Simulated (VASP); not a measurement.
# Mg3O2 (P-3m1) in VASP: a series of runs

Runs on Mg3O2. Level: PBE. Tasks: single point, relaxation of cell and atoms.

All numbers are computed with VASP 6.6.1; they aren't measurements. Logs are shortened: lines on timing, memory, paths and dates and some standing lists are left out, and cuts for length are marked.

### 1 The cell of the first run

Symmetry: P-3m1, No. 164, trigonal system. Conventional cell: a = 3.050 Å, b = 3.050 Å, c = 7.487 Å, α = 90.00°, β = 90.00°, γ = 120.00°. Within 2.9 Å of Mg (site symmetry 3m) lie 3 O at 2.16 Å. Mg (site symmetry -3m) has 6 O at 2.14 Å within 2.8 Å. O (site symmetry 3m) has 6 Mg at 2.14 to 2.16 Å within 2.8 Å.

### 2 Single point, PBE

Input file INCAR:

```
PREC     = Accurate       # precision mode
ENCUT    = 520            # plane-wave cutoff, eV
EDIFF    = 1E-6           # SCF threshold, eV
ISMEAR   = 0              # smearing method
SIGMA    = 0.2            # smearing width, eV
LREAL    = F              # projectors in reciprocal space
LASPH    = T              # aspherical terms in the spheres
NELM     = 80             # most SCF steps
ALGO     = Normal         # electronic algorithm
ISIF     = 2              # what is computed and relaxed
LWAVE    = F              # write WAVECAR
LCHARG   = T              # write CHGCAR
GGA      = PE             # functional
LELF     = T              # ELF
LVHAR    = T            
NBANDS   = 17             # bands
```

Input file KPOINTS:

```
regular mesh
0
Gamma
  6 6 3
```

Input file POSCAR:

```
Mg3O2
1.0
    3.0504405127      0.0000000000      0.0000000000
   -1.5252202563      2.6417589767      0.0000000000
    0.0000000000      0.0000000000      7.4866430513
Mg O
3 2
Direct
    0.6666666667      0.3333333333      0.3300284613
    0.3333333333      0.6666666667      0.6699715387
    0.0000000000      0.0000000000      0.0000000000
    0.3333333333      0.6666666667      0.1626963017
    0.6666666667      0.3333333333      0.8373036983
```

Potentials or basis: VASP PAW PBE potentials, release 64 (Mg, O).

Started as:

```
> cat potpaw_PBE.64/Mg/POTCAR potpaw_PBE.64/O/POTCAR > POTCAR
> mpirun -np 1 vasp_std > vasp.out
```

OUTCAR:

```text
PREC = Accurate
   ENCUT = 520
   EDIFF = 1E-6
   ISMEAR = 0
   LREAL = F
   LASPH = T
   NELM = 80
   ISIF = 2
   GGA = PE

 ion  position               nearest neighbor table
   1  0.667  0.333  0.330-   4 2.16   4 2.16   4 2.16   3 3.03   3 3.03   3 3.03   2 3.09   2 3.09
                             2 3.09
   2  0.333  0.667  0.670-   5 2.16   5 2.16   5 2.16   3 3.03   3 3.03   3 3.03   1 3.09   1 3.09
                             1 3.09
   3  0.000  0.000  0.000-   4 2.14   5 2.14   4 2.14   5 2.14   5 2.14   4 2.14   1 3.03   2 3.03
                             2 3.03   1 3.03   2 3.03   1 3.03
   4  0.333  0.667  0.163-   3 2.14   3 2.14   3 2.14   1 2.16   1 2.16   1 2.16
   5  0.667  0.333  0.837-   3 2.14   3 2.14   3 2.14   2 2.16   2 2.16   2 2.16

  LATTYP: Found a hexagonal cell.
 ALAT       =     3.0504405127
 C/A-ratio  =     2.4542825930

  Lattice vectors:

 A1 = (   3.0504405127,   0.0000000000,   0.0000000000)
 A2 = (  -1.5252202563,   2.6417589767,   0.0000000000)
 A3 = (   0.0000000000,   0.0000000000,   7.4866430513)

Analysis of symmetry for initial positions (statically):
=====================================================================
 Subroutine PRICEL returns:
 Original cell was already a primitive cell.

 Routine SETGRP: Setting up the symmetry group for a
 hexagonal supercell.

 Subroutine GETGRP returns: Found 12 space group operations
 (whereof 12 operations were pure point group operations)
 out of a pool of 24 trial point group operations.

The static configuration has the point symmetry D_3d.

Analysis of symmetry for dynamics (positions and initial velocities):
=====================================================================
 Subroutine PRICEL returns:
 Original cell was already a primitive cell.

 Routine SETGRP: Setting up the symmetry group for a
 hexagonal supercell.

 Subroutine GETGRP returns: Found 12 space group operations
 (whereof 12 operations were pure point group operations)
 out of a pool of 24 trial point group operations.

The dynamic configuration has the point symmetry D_3d.

 Subroutine INISYM returns: Found 12 space group operations
 (whereof 12 operations are pure point group operations),
 and found     1 'primitive' translations

----------------------------------------------------------------------------------------
[... 91 lines left out ...]
   EDIFF  = 0.1E-05   stopping-criterion for ELM
   LREAL  =      F    real-space projection
   EDIFFG = 0.1E-04   stopping-criterion for IOM
   NSW    =      0    number of steps for IOM
   IBRION =     -1    ionic relax: 0-MD 1-quasi-New 2-CG
   NFREE  =      0    steps in history (QN), initial steepest desc. (CG)
   ISIF   =      2    stress and relaxation
   ISYM   =      2    0-nonsym 1-usesym 2-fastsym
   POTIM  = 0.5000    time-step for ionic-motion
   TEBEG  =    0.0;   TEEND  =   0.0 temperature during run
   PSTRESS=    0.0 pullay stress
   NELECT =      18.0000    total number of electrons
   NUPDOWN=      -1.0000    fix difference up-down
   EMIN   =  10.00;   EMAX   =-10.00  energy-range for DOS
   EFERMI =   0.00;   METHOD = LEGACY
   ISMEAR =     0;   SIGMA  =   0.20  broadening in eV -4-tet -1-fermi 0-gaus
   EFERMI_NEDOS =   21; number of points for ismear=-14 and -15
   IALGO  =     38    algorithm
   IMIX   =      4    mixing-type and parameters
     AMIX     =   0.40;   BMIX     =  1.00
     AMIX_MAG =   1.60;   BMIX_MAG =  1.00
  volume/ion in A,a.u.               =      12.07        81.43
  Fermi-wavevector in a.u.,A,eV,Ry     =   1.093918  2.067205 16.281497  1.196656
  Thomas-Fermi vector in A             =   2.230213
   LORBIT       =      0    0 simple, 1 ext, 2 COOP (PROOUT), +10 PAW based schemes
   GGA     = PE    functional components
   LHFCALC =     F    Hartree Fock is set to
   AEXX    =    0.0000 exact exchange contribution
   IVDW    =     0    specifies the selected vdW correction
   LEPSILON=     F    determine dielectric tensor
   LRPA    =     F    only Hartree local field effects (RPA)
 non-spin polarized calculation
 Gauss-broadening in eV      SIGMA  =   0.20
  energy-cutoff  :      520.00
  volume of cell :       60.33
 maximum number of plane-waves:      1647
 NGX is ok and might be reduce to    24
   NGX = 11   NGY = 11   NGZ = 27

 number of electron      18.0000003 magnetization

 Free energy of the ion-electron system (eV)
  ---------------------------------------------------
  ext. energy  EPLUGINS =         0.00000000
  ---------------------------------------------------
  free energy    TOTEN  =       -24.63477993 eV

  energy without entropy =      -24.62405643  energy(sigma->0) =      -24.62941818

 E-fermi :   5.6279     XC(G=0): -10.1339

 val. band max:        5.4926417924   @ k =   0.0000   0.0000   0.3333
 cond. band min:       5.6331090012   @ k =   0.5000   0.0000   0.3333
 fundamental gap:      0.1404672088
 Fermi energy:         5.6278769811

 k-point     1 :       0.0000    0.0000    0.0000
  band No.  band energies     occupation
      1     -15.0658      2.00000
      2     -14.4557      2.00000
      3      -2.5304      2.00000
      4      -0.1055      2.00000
      5       0.9687      2.00000
      6       1.1539      2.00000
[... 317 lines left out ...]
      4      -1.3189      2.00000
      5      -1.3189      2.00000
      6      -0.7316      2.00000
[... 9 lines left out ...]
     16      13.8297      0.00000
     17      13.8301      0.00000

------------------------ aborting loop because EDIFF is reached ----------------------------------------

  FORCE on cell =-STRESS in cart. coord.  units (eV):
  Direction    XX          YY          ZZ          XY          YZ          ZX
  --------------------------------------------------------------------------------------
  -------------------------------------------------------------------------------------
  Total       -0.2910660     -0.2910660      0.0128998     -0.0000000      0.0000000     -0.0000000
  in kB       -7.7296395     -7.7296395      0.3425698     -0.0000000      0.0000000     -0.0000000
  external PRESSURE =      -5.0389031 kB  Pullay stress =       0.0000000 kB

 VOLUME and BASIS-vectors are now :
 -----------------------------------------------------------------------------
  energy-cutoff  :      520.00
  volume of cell :       60.33
      direct lattice vectors                 reciprocal lattice vectors
     3.050440513  0.000000000  0.000000000     0.327821505  0.189267834  0.000000000
    -1.525220256  2.641758977  0.000000000     0.000000000  0.378535668  0.000000000
     0.000000000  0.000000000  7.486643051     0.000000000  0.000000000  0.133571214

 POSITION                                       TOTAL-FORCE (eV/Angst)
 -----------------------------------------------------------------------------------
      1.52522      0.88059      2.47081         0.000000     -0.000000      0.015875
     -0.00000      1.76117      5.01584        -0.000000      0.000000     -0.015875
      0.00000      0.00000      0.00000        -0.000000      0.000000      0.000000
     -0.00000      1.76117      1.21805         0.000000     -0.000000     -0.014709
      1.52522      0.88059      6.26859        -0.000000      0.000000      0.014709
 -----------------------------------------------------------------------------------
    total drift:                                0.000000     -0.000000     -0.000000

  FREE ENERGIE OF THE ION-ELECTRON SYSTEM (eV)
  ---------------------------------------------------
  free  energy   TOTEN  =       -24.6347799332 eV

  energy  without entropy=      -24.6240564276  energy(sigma->0) =      -24.62941818
```

OSZICAR:

```text
N       E                     dE             d eps       ncg     rms          rms(c)
DAV:   1     0.716604624192E+02    0.71660E+02   -0.85529E+03   594   0.929E+02
DAV:   2    -0.226288155104E+02   -0.94289E+02   -0.89527E+02   737   0.189E+02
DAV:   3    -0.280460324109E+02   -0.54172E+01   -0.53912E+01   725   0.483E+01
DAV:   4    -0.280726086213E+02   -0.26576E-01   -0.26569E-01   712   0.383E+00
DAV:   5    -0.280727350192E+02   -0.12640E-03   -0.12639E-03   708   0.265E-01    0.106E+01
DAV:   6    -0.247068137164E+02    0.33659E+01   -0.11882E+01   649   0.246E+01    0.364E+00
DAV:   7    -0.246630063788E+02    0.43807E-01   -0.32931E-01   607   0.419E+00    0.211E+00
DAV:   8    -0.246395814143E+02    0.23425E-01   -0.11522E-01   707   0.339E+00    0.604E-01
DAV:   9    -0.246347520737E+02    0.48293E-02   -0.11627E-02   669   0.869E-01    0.130E-01
DAV:  10    -0.246347709516E+02   -0.18878E-04   -0.13743E-03   715   0.245E-01    0.217E-02
DAV:  11    -0.246347784973E+02   -0.75458E-05   -0.33409E-05   639   0.456E-02    0.137E-02
DAV:  12    -0.246347794548E+02   -0.95751E-06   -0.12484E-05   776   0.253E-02    0.302E-03
DAV:  13    -0.246347799332E+02   -0.47840E-06   -0.31646E-07   348   0.484E-03
   1 F= -.24634780E+02 E0= -.24629418E+02  d E =-.107235E-01
```

Wall time 16 s (1 thread of Intel Xeon Platinum 8488C (Sapphire Rapids), shared host); peak memory 0.17 GiB.

Results:

| Quantity | Value |
| --- | --- |
| Free energy | -24.6348 eV |
| Pressure | -0.5 GPa |
| Largest force | 0.016 eV/Å |
| Band gap on the k mesh | zero (bands 9 and 10 overlap by 0.71 eV) |

Forces on the atoms (eV/Å):
```
Mg   0.000  0.000  0.016
Mg   0.000  0.000 -0.016
Mg   0.000  0.000  0.000
O    0.000  0.000 -0.015
O    0.000  0.000  0.015
```

Stress tensor (GPa, compression positive):
```
-0.77  0.00  0.00
 0.00 -0.77  0.00
 0.00  0.00  0.03
```

Levels at points of the mesh, in eV from the Fermi level:
```csv
k point,band 7,band 8,band 9,band 10,band 11,band 12
"(0.00, 0.00, 0.00)",-4.47,-4.16,-4.16,1.15,1.78,4.76
"(0.50, 0.00, 0.00)",-5.13,-4.76,-0.57,0.01,2.93,5.19
```

Caveat: the k points lie up to 0.40 Å⁻¹ apart, too coarse for converged energies and pressures of a metal; semilocal functionals underestimate gaps, so a narrow gap can read as zero.

[end of part 1 of 2]
